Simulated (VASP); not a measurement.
Li:

```
CELL_PARAMETERS angstrom
4.45444 0.00000 0.00000
0.00000 4.45444 0.00000
0.00000 0.00000 4.45444
ATOMIC_POSITIONS crystal
Li 0.87457 0.12543 0.62543
Li 0.37457 0.37457 0.37457
Li 0.12543 0.62543 0.87457
Li 0.62543 0.87457 0.12543
```

| Property | Result |
| --- | --- |
| Program | VASP 6.6.1 |
| Task | relaxation of cell and atoms |
| Functional | LDA |
| Potentials or basis | VASP PAW LDA potentials, release 64 (Li_sv) |
| Cutoff | 750 eV |
| k mesh | 5 × 5 × 5 |
| Occupations | fermi-dirac, width 0.1 eV |
| Spin | no spin polarisation |

At the start: pressure -0.6 GPa; volume 22.10 Å³/atom.

Task: Where does the relaxation end?

Result: Over 4 steps the energy falls by 2.4 meV/atom and the volume is 20.78 Å³/atom (-5.9 %); space group P4_132 (No. 213, to 0.1 Å) before and after.

The path:
| step | energy change (eV) | largest force (eV/Å) | pressure (GPa) | volume (Å³) |
| --- | --- | --- | --- | --- |
| 1 | 0.0000 | 0.0049 | -0.58 | 88.39 |
| 2 | -0.0033 | 0.0052 | -0.48 | 87.37 |
| 3 | -0.0092 | 0.0065 | -0.15 | 84.38 |
| 4 | -0.0098 | 0.0070 | 0.01 | 83.14 |

Final structure:
```xyz
4
Lattice="4.3645 0.0000 0.0000 0.0000 4.3645 0.0000 0.0000 0.0000 4.3645" Properties=species:S:1:pos:R:3 pbc="T T T"
Li    3.8163    0.5481    2.7304
Li    1.6341    1.6341    1.6341
Li    0.5481    2.7304    3.8163
Li    2.7304    3.8163    0.5481
```
